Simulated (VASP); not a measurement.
# K (P-3m1) in VASP: a series of runs

The runs below take K through single point, with PBE.

Everything below comes from runs of VASP 6.6.1. Logs are shortened: lines on timing, memory, paths and dates and some standing lists are left out, and cuts for length are marked.

## 1. The cell of the first run

It takes space group P-3m1 (No. 164, trigonal). The conventional cell has a = 4.762 Å, b = 4.762 Å, c = 7.830 Å, α = 90.00°, β = 90.00°, γ = 120.00°. K (site symmetry 3m) has 12 K at 4.48 to 5.10 Å within 5.9 Å.

## 2. Single point, PBE (one atom moved)

INCAR reads:

```
PREC = Accurate ; ENCUT = 520
EDIFF = 1E-7 ; ISMEAR = 0
SIGMA = 0.1 ; LREAL = F
LASPH = T ; NELM = 80
ALGO = Fast ; ISIF = 2
LWAVE = F ; LCHARG = F
GGA = PE ; NBANDS = 16
```

KPOINTS reads:

```
regular mesh
0
Gamma
  9 9 6
```

POSCAR reads:

```
K
1.0
    4.7623960204      0.0000000000      0.0000000000
   -2.3811980102      4.1243559365      0.0000000000
    0.0000000000      0.0000000000      7.8299713200
K
2
Direct
    0.3333333300      0.6666666700      0.2978928957
    0.6666666700      0.3333333300      0.7500000000
```

Potentials or basis: VASP PAW PBE potentials, release 64 (K_sv).

Started as:

```
$ cat potpaw_PBE.64/K_sv/POTCAR > POTCAR
$ mpirun -np 1 vasp_std > vasp.out
```

OUTCAR:

```text
PREC = Accurate
   ENCUT = 520
   EDIFF = 1E-7
   ISMEAR = 0
   LREAL = F
   LASPH = T
   NELM = 80
   ISIF = 2
   GGA = PE

 ion  position               nearest neighbor table
   1  0.333  0.667  0.298-
   2  0.667  0.333  0.750-

  LATTYP: Found a hexagonal cell.
 ALAT       =     4.7623960204
 C/A-ratio  =     1.6441243623

  Lattice vectors:

 A1 = (   4.7623960204,   0.0000000000,   0.0000000000)
 A2 = (  -2.3811980102,   4.1243559365,   0.0000000000)
 A3 = (   0.0000000000,   0.0000000000,   7.8299713200)

Analysis of symmetry for initial positions (statically):
=====================================================================
 Subroutine PRICEL returns:
 Original cell was already a primitive cell.

 Routine SETGRP: Setting up the symmetry group for a
 hexagonal supercell.

 Subroutine GETGRP returns: Found 12 space group operations
 (whereof  6 operations were pure point group operations)
 out of a pool of 24 trial point group operations.

The static configuration has the point symmetry C_3v.
 The point group associated with its full space group is D_3d.

Analysis of symmetry for dynamics (positions and initial velocities):
=====================================================================
 Subroutine PRICEL returns:
 Original cell was already a primitive cell.

 Routine SETGRP: Setting up the symmetry group for a
 hexagonal supercell.

 Subroutine GETGRP returns: Found 12 space group operations
 (whereof  6 operations were pure point group operations)
 out of a pool of 24 trial point group operations.

The dynamic configuration has the point symmetry C_3v.
 The point group associated with its full space group is D_3d.

 Subroutine INISYM returns: Found 12 space group operations
 (whereof  6 operations are pure point group operations),
 and found     1 'primitive' translations

----------------------------------------------------------------------------------------

                                     Primitive cell

  volume of cell :     153.7949

  direct lattice vectors                    reciprocal lattice vectors
     4.762396020  0.000000000  0.000000000     0.209978338  0.121231050  0.000000000
    -2.381198010  4.124355936  0.000000000     0.000000000  0.242462100  0.000000000
     0.000000000  0.000000000  7.829971320     0.000000000  0.000000000  0.127714389

  length of vectors
     4.762396020  4.762396020  7.829971320     0.242462100  0.242462100  0.127714389

  position of ions in fractional coordinates (direct lattice)
     0.333333330  0.666666670  0.297892896
     0.666666670  0.333333330  0.750000000

  ion indices of the primitive-cell ions
   primitive index   ion index
                 1           1
                 2           2

----------------------------------------------------------------------------------------

 KPOINTS: regular mesh

Automatic generation of k-mesh.
 Grid dimensions read from file:
 generate k-points for:    9    9    6

 Generating k-lattice:

  Cartesian coordinates                     Fractional coordinates (reciprocal lattice)
     0.023330926  0.013470117  0.000000000     0.111111111  0.000000000  0.000000000
     0.000000000  0.026940233  0.000000000     0.000000000  0.111111111  0.000000000
     0.000000000  0.000000000  0.021285731     0.000000000  0.000000000  0.166666667

  Length of vectors
     0.026940233  0.026940233  0.021285731

  Shift w.r.t. Gamma in fractional coordinates (k-lattice)
     0.000000000  0.000000000  0.000000000

 Subroutine IBZKPT returns following result:
 ===========================================

 Found     62 irreducible k-points:

 Following reciprocal coordinates:
            Coordinates               Weight
  0.000000  0.000000  0.000000      1.000000
  0.111111  0.000000  0.000000      6.000000
  0.222222  0.000000  0.000000      6.000000
  0.333333 -0.000000  0.000000      6.000000
  0.444444  0.000000  0.000000      6.000000
  0.111111  0.111111  0.000000      6.000000
[... 16 lines left out ...]
  0.222222  0.111111  0.166667     12.000000
 -0.111111  0.333333  0.166667     12.000000
 [... further k-points ...]
   k-points           NKPTS =     62   k-points in BZ     NKDIM =     62   number of bands    NBANDS=     16
   number of dos      NEDOS =    301   number of ions     NIONS =      2
   total plane-waves  NPLWV =  77760
   dimension x,y,z NGX =    36 NGY =   36 NGZ =   60
   dimension x,y,z NGXF=    72 NGYF=   72 NGZF=  120
   ions per type =               2
   NGX,Y,Z   is equivalent  to a cutoff of  12.57, 12.57, 12.74 a.u.
   NGXF,Y,Z  is equivalent  to a cutoff of  25.13, 25.13, 25.48 a.u.
 SYSTEM =  unknown system
   PREC   = accura    normal or accurate (medium, high low for compatibility)
   ISTART =      0    job   : 0-new  1-cont  2-samecut
   ICHARG =      2    charge: 1-file 2-atom 10-const
   ISPIN  =      1    spin polarized calculation?
   LNONCOLLINEAR =      F non collinear calculations
   LSORBIT =      F    spin-orbit coupling
   LASPH  =      T    aspherical Exc in radial PAW
   ENCUT  =  520.0 eV  38.22 Ry    6.18 a.u.   8.85  8.85 14.56*2*pi/ulx,y,z
   NELM   =     80;   NELMIN=  2; NELMDL= -5     # of ELM steps
   EDIFF  = 0.1E-06   stopping-criterion for ELM
   LREAL  =      F    real-space projection
   EDIFFG = 0.1E-05   stopping-criterion for IOM
   NSW    =      0    number of steps for IOM
   IBRION =     -1    ionic relax: 0-MD 1-quasi-New 2-CG
   NFREE  =      0    steps in history (QN), initial steepest desc. (CG)
   ISIF   =      2    stress and relaxation
   ISYM   =      2    0-nonsym 1-usesym 2-fastsym
   POTIM  = 0.5000    time-step for ionic-motion
   TEBEG  =    0.0;   TEEND  =   0.0 temperature during run
   PSTRESS=    0.0 pullay stress
   NELECT =      18.0000    total number of electrons
   NUPDOWN=      -1.0000    fix difference up-down
   EMIN   =  10.00;   EMAX   =-10.00  energy-range for DOS
   EFERMI =   0.00;   METHOD = LEGACY
   ISMEAR =     0;   SIGMA  =   0.10  broadening in eV -4-tet -1-fermi 0-gaus
   EFERMI_NEDOS =   21; number of points for ismear=-14 and -15
   IALGO  =     68    algorithm
   IMIX   =      4    mixing-type and parameters
     AMIX     =   0.40;   BMIX     =  1.00
     AMIX_MAG =   1.60;   BMIX_MAG =  1.00
  volume/ion in A,a.u.               =      76.90       518.93
  Fermi-wavevector in a.u.,A,eV,Ry     =   0.800790  1.513273  8.724925  0.641264
  Thomas-Fermi vector in A             =   1.908153
   LORBIT       =      0    0 simple, 1 ext, 2 COOP (PROOUT), +10 PAW based schemes
   GGA     = PE    functional components
   LHFCALC =     F    Hartree Fock is set to
   AEXX    =    0.0000 exact exchange contribution
   IVDW    =     0    specifies the selected vdW correction
   LEPSILON=     F    determine dielectric tensor
   LRPA    =     F    only Hartree local field effects (RPA)
 non-spin polarized calculation
 RMM-DIIS sequential band-by-band and
 Gauss-broadening in eV      SIGMA  =   0.10
  energy-cutoff  :      520.00
  volume of cell :      153.79
 maximum number of plane-waves:      4170
   NGX = 17   NGY = 17   NGZ = 29

 number of electron      18.0000002 magnetization

 Free energy of the ion-electron system (eV)
  ---------------------------------------------------
  ext. energy  EPLUGINS =         0.00000000
  ---------------------------------------------------
  free energy    TOTEN  =        -2.07109057 eV

  energy without entropy =       -2.06271316  energy(sigma->0) =       -2.06690186

 E-fermi :  -0.1847     XC(G=0):  -5.5352

 val. band max:       -0.2151862061   @ k =   0.0000   0.4444   0.3333
 cond. band min:      -0.1763011599   @ k =   0.1111   0.1111   0.1667
 fundamental gap:      0.0388850461
 Fermi energy:        -0.1847333932

 k-point     1 :       0.0000    0.0000    0.0000
  band No.  band energies     occupation
      1     -32.3705      2.00000
      2     -32.3663      2.00000
      3     -15.8861      2.00000
      4     -15.8323      2.00000
      5     -15.8323      2.00000
      6     -15.8216      2.00000
[... 8 lines left out ...]
     15       4.1480      0.00000
     16       4.1480      0.00000

 k-point     2 :       0.1111    0.0000    0.0000
  band No.  band energies     occupation
      1     -32.3702      2.00000
      2     -32.3662      2.00000
      3     -15.8839      2.00000
      4     -15.8383      2.00000
      5     -15.8340      2.00000
      6     -15.8266      2.00000
[... 8 lines left out ...]
     15       4.1686      0.00000
     16       4.2674      0.00000

 k-point     3 :       0.2222    0.0000    0.0000
  band No.  band energies     occupation
      1     -32.3692      2.00000
      2     -32.3659      2.00000
      3     -15.8785      2.00000
      4     -15.8522      2.00000
      5     -15.8388      2.00000
      6     -15.8382      2.00000
[... 8 lines left out ...]
     15       3.9506      0.00000
     16       4.2748      0.00000

 k-point     4 :       0.3333   -0.0000    0.0000
  band No.  band energies     occupation
      1     -32.3681      2.00000
      2     -32.3657      2.00000
      3     -15.8740      2.00000
      4     -15.8671      2.00000
      5     -15.8496      2.00000
      6     -15.8428      2.00000
[... 8 lines left out ...]
     15       3.8637      0.00000
     16       4.3649      0.00000

 k-point     5 :       0.4444    0.0000    0.0000
  band No.  band energies     occupation
      1     -32.3672      2.00000
      2     -32.3657      2.00000
      3     -15.8784      2.00000
      4     -15.8734      2.00000
      5     -15.8505      2.00000
      6     -15.8458      2.00000
[... 8 lines left out ...]
     15       3.7451      0.00000
     16       4.5739      0.00000

 k-point     6 :       0.1111    0.1111    0.0000
  band No.  band energies     occupation
      1     -32.3695      2.00000
      2     -32.3660      2.00000
      3     -15.8801      2.00000
      4     -15.8470      2.00000
      5     -15.8401      2.00000
      6     -15.8323      2.00000
[... 8 lines left out ...]
     15       4.0627      0.00000
     16       4.1114      0.00000

 k-point     7 :       0.2222    0.1111    0.0000
  band No.  band energies     occupation
      1     -32.3685      2.00000
      2     -32.3657      2.00000
      3     -15.8747      2.00000
      4     -15.8599      2.00000
      5     -15.8498      2.00000
      6     -15.8391      2.00000
[... 8 lines left out ...]
     15       3.7405      0.00000
     16       4.2265      0.00000

 k-point     8 :       0.3333    0.1111    0.0000
  band No.  band energies     occupation
      1     -32.3674      2.00000
      2     -32.3656      2.00000
      3     -15.8744      2.00000
      4     -15.8702      2.00000
      5     -15.8527      2.00000
      6     -15.8454      2.00000
[... 8 lines left out ...]
     15       3.5242      0.00000
     16       4.0286      0.00000

 k-point     9 :       0.4444    0.1111    0.0000
  band No.  band energies     occupation
      1     -32.3669      2.00000
      2     -32.3657      2.00000
      3     -15.8780      2.00000
      4     -15.8725      2.00000
      5     -15.8500      2.00000
      6     -15.8488      2.00000
[... 8 lines left out ...]
     15       3.4319      0.00000
     16       3.8181      0.00000
[... 172 lines left out ...]
 k-point    19 :       0.0000    0.3333    0.1667
  band No.  band energies     occupation
      1     -32.3680      2.00000
      2     -32.3657      2.00000
      3     -15.8740      2.00000
      4     -15.8687      2.00000
      5     -15.8475      2.00000
      6     -15.8423      2.00000
[... 8 lines left out ...]
     15       3.8712      0.00000
     16       4.3701      0.00000

 k-point    20 :       0.4444    0.0000    0.1667
  band No.  band energies     occupation
      1     -32.3672      2.00000
      2     -32.3657      2.00000
      3     -15.8806      2.00000
      4     -15.8734      2.00000
      5     -15.8488      2.00000
      6     -15.8452      2.00000
[... 8 lines left out ...]
     15       3.7742      0.00000
     16       4.4859      0.00000

 k-point    21 :       0.0000    0.4444    0.1667
  band No.  band energies     occupation
      1     -32.3672      2.00000
      2     -32.3657      2.00000
      3     -15.8795      2.00000
      4     -15.8751      2.00000
      5     -15.8480      2.00000
      6     -15.8452      2.00000
[... 8 lines left out ...]
     15       3.7752      0.00000
     16       4.4914      0.00000

 k-point    22 :       0.1111    0.1111    0.1667
  band No.  band energies     occupation
      1     -32.3694      2.00000
      2     -32.3661      2.00000
      3     -15.8782      2.00000
      4     -15.8473      2.00000
      5     -15.8397      2.00000
      6     -15.8328      2.00000
[... 8 lines left out ...]
     15       3.9216      0.00000
     16       4.1812      0.00000

 k-point    23 :       0.2222    0.1111    0.1667
  band No.  band energies     occupation
      1     -32.3684      2.00000
      2     -32.3658      2.00000
      3     -15.8749      2.00000
      4     -15.8591      2.00000
      5     -15.8498      2.00000
      6     -15.8388      2.00000
[... 8 lines left out ...]
     15       3.7135      0.00000
     16       4.1664      0.00000

 k-point    24 :      -0.1111    0.3333    0.1667
  band No.  band energies     occupation
      1     -32.3684      2.00000
      2     -32.3658      2.00000
      3     -15.8743      2.00000
      4     -15.8612      2.00000
      5     -15.8478      2.00000
      6     -15.8393      2.00000
[... 8 lines left out ...]
     15       3.5821      0.00000
     16       4.4123      0.00000

 [... further k-points ...]

------------------------ aborting loop because EDIFF is reached ----------------------------------------

  FORCE on cell =-STRESS in cart. coord.  units (eV):
  Direction    XX          YY          ZZ          XY          YZ          ZX
  --------------------------------------------------------------------------------------
  -------------------------------------------------------------------------------------
  Total       -0.1037327     -0.1037327      0.0260288      0.0000000      0.0000000      0.0000000
  in kB       -1.0806482     -1.0806482      0.2711580      0.0000000      0.0000000      0.0000000
  external PRESSURE =      -0.6300461 kB  Pullay stress =       0.0000000 kB

 VOLUME and BASIS-vectors are now :
 -----------------------------------------------------------------------------
  energy-cutoff  :      520.00
  volume of cell :      153.79
      direct lattice vectors                 reciprocal lattice vectors
     4.762396020  0.000000000  0.000000000     0.209978338  0.121231050  0.000000000
    -2.381198010  4.124355936  0.000000000     0.000000000  0.242462100  0.000000000
     0.000000000  0.000000000  7.829971320     0.000000000  0.000000000  0.127714389

 POSITION                                       TOTAL-FORCE (eV/Angst)
 -----------------------------------------------------------------------------------
     -0.00000      2.74957      2.33249         0.000000     -0.000000     -0.134355
      2.38120      1.37479      5.87248        -0.000000      0.000000      0.134355
 -----------------------------------------------------------------------------------
    total drift:                                0.000001     -0.000001     -0.000003

  FREE ENERGIE OF THE ION-ELECTRON SYSTEM (eV)
  ---------------------------------------------------
  free  energy   TOTEN  =        -2.0710905651 eV

  energy  without entropy=       -2.0627131593  energy(sigma->0) =       -2.06690186
```

Wall time 3.5 min (1 thread of Intel Xeon Platinum 8259CL at 2.50GHz (Skylake/Cascade Lake), shared host); peak memory 0.32 GiB.

Results:

```
Free energy            : -2.0711 eV
Pressure               : -0.1 GPa
Largest force          : 0.134 eV/Å
Band gap on the k mesh : zero (band 9 reaches 0.86 eV, above the bottom of band 10 at -1.50 eV)
```

Forces on the atoms (eV/Å):
```
K    0.000  0.000 -0.134
K    0.000  0.000  0.134
```

Stress tensor (GPa, compression positive):
```
-0.11  0.00  0.00
 0.00 -0.11  0.00
 0.00  0.00  0.03
```

Levels at points of the mesh, in eV from the Fermi level:
```tsv
k point	band 5	band 6	band 7	band 8	band 9	band 10	band 11	band 12	band 13	band 14
(0.00, 0.00, 0.00)	-15.65	-15.64	-15.64	-15.64	-2.13	0.27	0.50	3.98	3.98	4.15
(0.00, 0.00, 0.50)	-15.65	-15.65	-15.64	-15.64	-1.56	-1.31	2.43	2.94	3.99	3.99
```

Caveat: the cell differs from its parent crystal (one atom moved).

## 3. Single point, PBE (strained and its atoms moved)

INCAR reads:

```
SYSTEM = K
PREC = Accurate
ENCUT = 500
EDIFF = 1E-6
ISMEAR = 0
SIGMA = 0.1
LREAL = .False.
LASPH = .True.
NELM = 120
ALGO = Normal
ISIF = 2
LWAVE = .False.
LCHARG = .False.
GGA = PE
NBANDS = 16
GGA_COMPAT = .False.
```

KPOINTS reads:

```
Automatic mesh
0
Gamma
  9 9 6
  0 0 0
```

POSCAR reads:

```
K
1.0
    4.9847999146      0.0000000000      0.0000000000
   -2.4923999573      4.3169633587      0.0000000000
    0.0000000000      0.0000000000      7.4909335618
K
2
Direct
    0.3333333300      0.6666666700      0.2819285972
    0.6666666700      0.3333333300      0.7180714028
```

Potentials or basis: VASP PAW PBE potentials, release 64 (K_sv).

Started as:

```
$ cat potpaw_PBE.64/K_sv/POTCAR > POTCAR
$ mpirun -np 1 vasp_std > vasp.out
```

It took 96 s on 1 thread of Intel Xeon Platinum 8488C (Sapphire Rapids), shared host; peak memory 0.31 GiB.

Results (log left out):

```yaml
Free_energy: -2.0295 eV
Pressure: -0.1 GPa
Largest_force: 0.193 eV/Å
Band_gap_on_the_k_mesh: zero (band 9 reaches 0.68 eV, above the bottom of band 10 at -1.43 eV)
```

Forces in eV/Å, atoms in the order of the input:
```
K    0.000  0.000 -0.193
K    0.000  0.000  0.193
```

Stress tensor (GPa, compression positive):
```
-0.27  0.00  0.00
 0.00 -0.27  0.00
 0.00  0.00  0.11
```

Levels at points of the mesh, in eV from the Fermi level:
| k point | band 6 | band 7 | band 8 | band 9 | band 10 | band 11 | band 12 | band 13 |
| --- | --- | --- | --- | --- | --- | --- | --- | --- |
| (0.00, 0.00, 0.00) | -15.68 | -15.68 | -15.67 | -2.06 | 0.53 | 0.78 | 3.73 | 3.73 |
| (0.00, 0.00, 0.50) | -15.69 | -15.68 | -15.68 | -1.46 | -1.15 | 2.65 | 3.46 | 3.72 |

Caveat: the cell differs from its parent crystal (strained and its atoms moved).
